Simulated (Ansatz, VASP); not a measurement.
## One calculation of Re, two programs

```
Re
1.0
    -1.84571    1.51656    1.35292
     1.51656   -1.84571    1.35292
     3.41786    3.41786   -1.95575
Re
2
Direct
  0.95836 0.04164 0.00000
  0.79164 0.20836 0.50000
```

Alike in both runs: task single point; functional revPBE; k mesh 17 × 17 × 8; occupations fermi-dirac, width 0.1 eV; no spin polarisation.

|  | VASP | Ansatz |
| --- | --- | --- |
| version | VASP 6.6.1 | Ansatz 0.2.0 |
| potentials or method | VASP PAW PBE potentials, release 64 (Re), cutoff 520 eV | plane waves (420 eV) with PAW, scalar-relativistic |
| valence electrons in the cell | 14 | 30 |

```tsv
	VASP	Ansatz	Ansatz less VASP
pressure (GPa)	15.6	16.0	+0.41
traceless stress, the component that is largest in VASP (GPa)	-0.10	-0.15	-0.058
```

VASP's potentials were made for PBE, not for revPBE. VASP's potentials hold 14 valence electrons a cell and Ansatz's 30, so a difference there can come from the potentials and not from the codes.

Neither program's run includes spin-orbit coupling.
